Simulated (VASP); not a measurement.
# BeSe (F-43m) in VASP: notebook

BeSe is run at these levels: PBE; tasks: single point, relaxation of cell and atoms.

Program: VASP 6.6.1. These are calculated values, not measurements. Logs are shortened: lines on timing, memory, paths and dates and some standing lists are left out, and cuts for length are marked.

## 1. The cell of the first run

Symmetry: F-43m, No. 216, cubic system. The conventional cell has a = 5.178 Å, b = 5.178 Å, c = 5.178 Å, α = 90.00°, β = 90.00°, γ = 90.00°. Be (site symmetry -43m) has 4 Se at 2.24 Å within 3.0 Å. Se (site symmetry -43m) has 4 Be at 2.24 Å within 3.0 Å.

## 2. Single point, PBE

Input file INCAR:

```
SYSTEM = BeSe
  PREC = Accurate
  ENCUT = 600
  EDIFF = 1E-6
  ISMEAR = -1
  SIGMA = 0.0302
  LREAL = .False.
  LASPH = .True.
  NELM = 120
  ALGO = Normal
  ISIF = 2
  LWAVE = .False.
  LCHARG = .False.
  GGA = PE
  NBANDS = 11
  GGA_COMPAT = .False.
```

Input file KPOINTS:

```
regular mesh
0
Gamma
  10 10 10
  0 0 0
```

Input file POSCAR:

```
BeSe
1.0
    0.0000000000      2.5887594133      2.5887594133
    2.5887594133      0.0000000000      2.5887594133
    2.5887594133      2.5887594133      0.0000000000
Be Se
1 1
Direct
    0.0000000000      0.0000000000      0.0000000000
    0.2500000000      0.2500000000      0.2500000000
```

Potentials or basis: VASP PAW PBE potentials, release 64 (Be, Se).

Command:

```
$ cat potpaw_PBE.64/Be/POTCAR potpaw_PBE.64/Se/POTCAR > POTCAR
$ mpirun -np 1 vasp_std > vasp.out
```

OUTCAR:

```text
SYSTEM = BeSe
   PREC = Accurate
   ENCUT = 600
   EDIFF = 1E-6
   ISMEAR = -1
   LREAL = .False.
   LASPH = .True.
   NELM = 120
   ISIF = 2
   GGA = PE

 ion  position               nearest neighbor table
   1  0.000  0.000  0.000-   2 2.24   2 2.24   2 2.24   2 2.24
   2  0.250  0.250  0.250-   1 2.24   1 2.24   1 2.24   1 2.24

  LATTYP: Found a face centered cubic cell.
 ALAT       =     5.1775188266

  Lattice vectors:

 A1 = (   0.0000000000,   2.5887594133,   2.5887594133)
 A2 = (   2.5887594133,   0.0000000000,   2.5887594133)
 A3 = (   2.5887594133,   2.5887594133,   0.0000000000)

Analysis of symmetry for initial positions (statically):
=====================================================================
 Subroutine PRICEL returns:
 Original cell was already a primitive cell.

 Routine SETGRP: Setting up the symmetry group for a
 face centered cubic supercell.

 Subroutine GETGRP returns: Found 24 space group operations
 (whereof 24 operations were pure point group operations)
 out of a pool of 48 trial point group operations.

The static configuration has the point symmetry T_d .

Analysis of symmetry for dynamics (positions and initial velocities):
=====================================================================
 Subroutine PRICEL returns:
 Original cell was already a primitive cell.

 Routine SETGRP: Setting up the symmetry group for a
 face centered cubic supercell.

 Subroutine GETGRP returns: Found 24 space group operations
 (whereof 24 operations were pure point group operations)
 out of a pool of 48 trial point group operations.

The dynamic configuration has the point symmetry T_d .

 Subroutine INISYM returns: Found 24 space group operations
 (whereof 24 operations are pure point group operations),
 and found     1 'primitive' translations

----------------------------------------------------------------------------------------

                                     Primitive cell

  volume of cell :      34.6981

  direct lattice vectors                    reciprocal lattice vectors
     0.000000000  2.588759413  2.588759413    -0.193142707  0.193142707  0.193142707
     2.588759413  0.000000000  2.588759413     0.193142707 -0.193142707  0.193142707
     2.588759413  2.588759413  0.000000000     0.193142707  0.193142707 -0.193142707

  length of vectors
     3.661058672  3.661058672  3.661058672     0.334532981  0.334532981  0.334532981

  position of ions in fractional coordinates (direct lattice)
     0.000000000  0.000000000  0.000000000
     0.250000000  0.250000000  0.250000000

  ion indices of the primitive-cell ions
   primitive index   ion index
                 1           1
                 2           2

----------------------------------------------------------------------------------------

 KPOINTS: regular mesh

Automatic generation of k-mesh.
 Grid dimensions read from file:
 generate k-points for:   10   10   10

 Generating k-lattice:

  Cartesian coordinates                     Fractional coordinates (reciprocal lattice)
    -0.019314271  0.019314271  0.019314271     0.100000000  0.000000000  0.000000000
     0.019314271 -0.019314271  0.019314271     0.000000000  0.100000000  0.000000000
     0.019314271  0.019314271 -0.019314271     0.000000000  0.000000000  0.100000000

  Length of vectors
     0.033453298  0.033453298  0.033453298

  Shift w.r.t. Gamma in fractional coordinates (k-lattice)
     0.000000000  0.000000000  0.000000000

 Subroutine IBZKPT returns following result:
 ===========================================

 Found     47 irreducible k-points:

 Following reciprocal coordinates:
            Coordinates               Weight
  0.000000  0.000000  0.000000      1.000000
  0.100000  0.000000  0.000000      8.000000
  0.200000  0.000000  0.000000      8.000000
  0.300000  0.000000  0.000000      8.000000
  0.400000  0.000000  0.000000      8.000000
  0.500000  0.000000  0.000000      4.000000
[... 16 lines left out ...]
  0.300000  0.300000  0.000000      6.000000
  0.400000  0.300000  0.000000     24.000000
 [... further k-points ...]
   k-points           NKPTS =     47   k-points in BZ     NKDIM =     47   number of bands    NBANDS=     11
   number of dos      NEDOS =    301   number of ions     NIONS =      2
   total plane-waves  NPLWV =  27000
   dimension x,y,z NGX =    30 NGY =   30 NGZ =   30
   dimension x,y,z NGXF=    60 NGYF=   60 NGZF=   60
   ions per type =               1   1
   NGX,Y,Z   is equivalent  to a cutoff of  13.62, 13.62, 13.62 a.u.
   NGXF,Y,Z  is equivalent  to a cutoff of  27.25, 27.25, 27.25 a.u.
 SYSTEM =  BeSe
   PREC   = accura    normal or accurate (medium, high low for compatibility)
   ISTART =      0    job   : 0-new  1-cont  2-samecut
   ICHARG =      2    charge: 1-file 2-atom 10-const
   ISPIN  =      1    spin polarized calculation?
   LNONCOLLINEAR =      F non collinear calculations
   LSORBIT =      F    spin-orbit coupling
   LASPH  =      T    aspherical Exc in radial PAW
   ENCUT  =  600.0 eV  44.10 Ry    6.64 a.u.   7.31  7.31  7.31*2*pi/ulx,y,z
   NELM   =    120;   NELMIN=  2; NELMDL= -5     # of ELM steps
   EDIFF  = 0.1E-05   stopping-criterion for ELM
   LREAL  =      F    real-space projection
   EDIFFG = 0.1E-04   stopping-criterion for IOM
   NSW    =      0    number of steps for IOM
   IBRION =     -1    ionic relax: 0-MD 1-quasi-New 2-CG
   NFREE  =      0    steps in history (QN), initial steepest desc. (CG)
   ISIF   =      2    stress and relaxation
   ISYM   =      2    0-nonsym 1-usesym 2-fastsym
   POTIM  = 0.5000    time-step for ionic-motion
   TEBEG  =    0.0;   TEEND  =   0.0 temperature during run
   PSTRESS=    0.0 pullay stress
   NELECT =       8.0000    total number of electrons
   NUPDOWN=      -1.0000    fix difference up-down
   EMIN   =  10.00;   EMAX   =-10.00  energy-range for DOS
   EFERMI =   0.00;   METHOD = LEGACY
   ISMEAR =    -1;   SIGMA  =   0.03  broadening in eV -4-tet -1-fermi 0-gaus
   EFERMI_NEDOS =   21; number of points for ismear=-14 and -15
   IALGO  =     38    algorithm
   IMIX   =      4    mixing-type and parameters
     AMIX     =   0.40;   BMIX     =  1.00
     AMIX_MAG =   1.60;   BMIX_MAG =  1.00
  volume/ion in A,a.u.               =      17.35       117.08
  Fermi-wavevector in a.u.,A,eV,Ry     =   1.003852  1.897006 13.710854  1.007719
  Thomas-Fermi vector in A             =   2.136431
   LORBIT       =      0    0 simple, 1 ext, 2 COOP (PROOUT), +10 PAW based schemes
   GGA     = PE    functional components
   LHFCALC =     F    Hartree Fock is set to
   AEXX    =    0.0000 exact exchange contribution
   IVDW    =     0    specifies the selected vdW correction
   LEPSILON=     F    determine dielectric tensor
   LRPA    =     F    only Hartree local field effects (RPA)
 non-spin polarized calculation
  energy-cutoff  :      600.00
  volume of cell :       34.70
 maximum number of plane-waves:      1185
 NGX is ok and might be reduce to    30
   NGX = 15   NGY = 15   NGZ = 15

 number of electron       8.0000000 magnetization

 Free energy of the ion-electron system (eV)
  ---------------------------------------------------
  ext. energy  EPLUGINS =         0.00000000
  ---------------------------------------------------
  free energy    TOTEN  =        -8.85952773 eV

  energy without entropy =       -8.85952773  energy(sigma->0) =       -8.85952773

 E-fermi :   3.7892     XC(G=0):  -9.3520

 val. band max:        3.1758741921   @ k =   0.0000   0.0000   0.0000
 cond. band min:       5.8391797734   @ k =   0.5000   0.5000   0.0000
 fundamental gap:      2.6633055813
 Fermi energy:         3.7891558228

 k-point     1 :       0.0000    0.0000    0.0000
  band No.  band energies     occupation
      1     -10.4992      2.00000
      2       3.1759      2.00000
      3       3.1759      2.00000
      4       3.1759      2.00000
      5       7.3989      0.00000
      6       8.1877      0.00000
      7       8.1877      0.00000
      8       8.1877      0.00000
      9      15.0984      0.00000
     10      15.6340      0.00000
     11      15.6340      0.00000

 k-point     2 :       0.1000    0.0000    0.0000
  band No.  band energies     occupation
      1     -10.4031      2.00000
      2       2.2760      2.00000
      3       3.0395      2.00000
      4       3.0395      2.00000
      5       7.6549      0.00000
      6       8.4166      0.00000
      7       8.4166      0.00000
      8       8.8478      0.00000
      9      14.9308      0.00000
     10      14.9308      0.00000
     11      15.2455      0.00000

 k-point     3 :       0.2000    0.0000    0.0000
  band No.  band energies     occupation
      1     -10.1315      2.00000
      2       0.6421      2.00000
      3       2.7322      2.00000
      4       2.7322      2.00000
      5       7.6414      0.00000
      6       8.8828      0.00000
      7       8.8828      0.00000
      8      10.5282      0.00000
      9      14.3571      0.00000
     10      14.3571      0.00000
     11      15.2730      0.00000

 k-point     4 :       0.3000    0.0000    0.0000
  band No.  band energies     occupation
      1      -9.7436      2.00000
      2      -0.8912      2.00000
      3       2.4198      2.00000
      4       2.4198      2.00000
      5       7.5466      0.00000
      6       9.1646      0.00000
      7       9.1646      0.00000
      8      12.1307      0.00000
      9      14.7237      0.00000
     10      14.7237      0.00000
     11      15.1214      0.00000

 k-point     5 :       0.4000    0.0000    0.0000
  band No.  band energies     occupation
      1      -9.3680      2.00000
      2      -1.9949      2.00000
      3       2.2039      2.00000
      4       2.2039      2.00000
      5       7.4687      0.00000
      6       9.1741      0.00000
      7       9.1741      0.00000
      8      12.9832      0.00000
      9      15.6726      0.00000
     10      16.0296      0.00000
     11      16.0296      0.00000
[... 211 lines left out ...]
 k-point    21 :      -0.3000    0.2000    0.0000
  band No.  band energies     occupation
      1      -9.2567      2.00000
      2      -1.4130      2.00000
      3       0.3938      2.00000
      4       2.0611      2.00000
      5       8.2231      0.00000
      6      10.0766      0.00000
      7      10.1001      0.00000
      8      11.9443      0.00000
      9      13.8926      0.00000
     10      15.2630      0.00000
     11      18.1386      0.00000

 k-point    22 :      -0.2000    0.2000    0.0000
  band No.  band energies     occupation
      1      -9.6118      2.00000
      2      -0.5982      2.00000
      3       0.8480      2.00000
      4       2.4767      2.00000
      5       8.4759      0.00000
      6       9.4735      0.00000
      7       9.8547      0.00000
      8      10.9157      0.00000
      9      13.2425      0.00000
     10      15.8944      0.00000
     11      17.1206      0.00000

 k-point    23 :       0.3000    0.3000    0.0000
  band No.  band energies     occupation
      1      -9.4900      2.00000
      2      -0.3774      2.00000
      3       1.2379      2.00000
      4       1.2379      2.00000
      5       6.6401      0.00000
      6       8.4069      0.00000
      7      12.0088      0.00000
      8      12.0088      0.00000
      9      14.0840      0.00000
     10      17.4576      0.00000
     11      17.8580      0.00000

 k-point    24 :       0.4000    0.3000    0.0000
  band No.  band energies     occupation
      1      -9.1932      2.00000
      2      -1.0363      2.00000
      3       0.7630      2.00000
      4       1.0224      2.00000
      5       6.6543      0.00000
      6       8.3158      0.00000
      7      12.3106      0.00000
      8      12.5648      0.00000
      9      15.6477      0.00000
     10      17.7549      0.00000
     11      18.1698      0.00000

 [... further k-points ...]

------------------------ aborting loop because EDIFF is reached ----------------------------------------

  FORCE on cell =-STRESS in cart. coord.  units (eV):
  Direction    XX          YY          ZZ          XY          YZ          ZX
  --------------------------------------------------------------------------------------
  -------------------------------------------------------------------------------------
  Total        0.0415886      0.0415886      0.0415886      0.0000000     -0.0000000     -0.0000000
  in kB        1.9203491      1.9203491      1.9203491      0.0000000     -0.0000000     -0.0000000
  external PRESSURE =       1.9203491 kB  Pullay stress =       0.0000000 kB

 VOLUME and BASIS-vectors are now :
 -----------------------------------------------------------------------------
  energy-cutoff  :      600.00
  volume of cell :       34.70
      direct lattice vectors                 reciprocal lattice vectors
     0.000000000  2.588759413  2.588759413    -0.193142707  0.193142707  0.193142707
     2.588759413  0.000000000  2.588759413     0.193142707 -0.193142707  0.193142707
     2.588759413  2.588759413  0.000000000     0.193142707  0.193142707 -0.193142707

 POSITION                                       TOTAL-FORCE (eV/Angst)
 -----------------------------------------------------------------------------------
      0.00000      0.00000      0.00000        -0.000000     -0.000000     -0.000000
      1.29438      1.29438      1.29438         0.000000      0.000000      0.000000
 -----------------------------------------------------------------------------------
    total drift:                                0.000000      0.000000      0.000000

  FREE ENERGIE OF THE ION-ELECTRON SYSTEM (eV)
  ---------------------------------------------------
  free  energy   TOTEN  =        -8.8595277292 eV

  energy  without entropy=       -8.8595277291  energy(sigma->0) =       -8.85952773
```

It took 13 s on 1 thread of AMD EPYC 9R45 (Zen 5), shared host; peak memory 0.15 GiB.

Results:

```
Free energy            : -8.8595 eV
Pressure               : 0.2 GPa
Band gap on the k mesh : 2.66 eV, indirect (least direct gap 4.22 eV)
```

A k mesh can miss the band edges.

## 3. Relaxation of cell and atoms, PBE

This run uses another cell than the first one, of 16.01 Å³/atom, 0.923 times its volume.

Input file INCAR:

```
PREC = Accurate ; ENCUT = 600
EDIFF = 1E-7 ; ISMEAR = -1
SIGMA = 0.0302 ; LREAL = False
LASPH = True ; NELM = 120
ALGO = Normal ; ISIF = 3
LWAVE = False ; LCHARG = False
GGA = PE ; IBRION = 2
NSW = 100 ; EDIFFG = -0.01
GGA_COMPAT = False ; NELMIN = 4
```

Input file KPOINTS:

```
regular mesh
0
Gamma
  10 10 10
```

Input file POSCAR:

```
BeSe
1.0
    0.0000000000      2.5201240000      2.5201240000
    2.5201240000      0.0000000000      2.5201240000
    2.5201240000      2.5201240000      0.0000000000
Be Se
1 1
Direct
    0.0000000000      0.0000000000      0.0000000000
    0.2500000000      0.2500000000      0.2500000000
```

Potentials or basis: VASP PAW PBE potentials, release 64 (Be, Se).

Command:

```
$ cat potpaw_PBE.64/Be/POTCAR potpaw_PBE.64/Se/POTCAR > POTCAR
$ mpirun -np 1 vasp_std > vasp.out
```

It took 21 s on 1 thread of AMD EPYC 9R45 (Zen 5), shared host; peak memory 0.14 GiB.

Results (log left out):

```
Free energy                            : -8.8595 eV
Relaxed volume                         : 17.39 Å³/atom
Relaxed cell                           : a = 3.664 Å, b = 3.664 Å, c = 3.664 Å, α = 60.00°, β = 60.00°, γ = 60.00°
Space group after relaxing (to 0.05 Å) : F-43m (No. 216)
Energy gained by relaxing              : 29.7 meV/atom
Ionic steps                            : 3
Pressure after relaxing                : 0.0 GPa
Band gap on the k mesh                 : 2.67 eV, indirect (least direct gap 4.21 eV)
```

The path:
```csv
step,energy change (eV),largest force (eV/Å),pressure (GPa),volume (Å³)
1,0.0000,0.0000,7.34,32.01
2,-0.0558,0.0000,-1.52,35.53
3,-0.0594,0.0000,0.02,34.78
```

Final structure:
```yaml
crystal:
  lattice:
    - [0.00000, 2.59068, 2.59068]
    - [2.59068, 0.00000, 2.59068]
    - [2.59068, 2.59068, 0.00000]
  atoms:
    - { symbol: Be, position: [0.00000, 0.00000, 0.00000] }
    - { symbol: Se, position: [0.25000, 0.25000, 0.25000] }
```

Levels at points of the mesh, in eV from the valence-band top:
| k point | band 1 | band 2 | band 3 | band 4 | band 5 | band 6 | band 7 | band 8 |
| --- | --- | --- | --- | --- | --- | --- | --- | --- |
| (0.00, 0.00, 0.00) | -13.66 | 0.00 | 0.00 | 0.00 | 4.21 | 5.01 | 5.01 | 5.01 |
| (0.50, 0.00, 0.00) | -12.37 | -5.57 | -1.04 | -1.04 | 4.26 | 5.96 | 5.96 | 9.95 |
| (0.50, 0.50, 0.00) | -11.93 | -4.97 | -2.58 | -2.58 | 2.67 | 4.21 | 11.53 | 11.53 |

A k mesh can miss the band edges. Expect the measured gap to be larger: semilocal functionals such as PBE lack the derivative discontinuity.
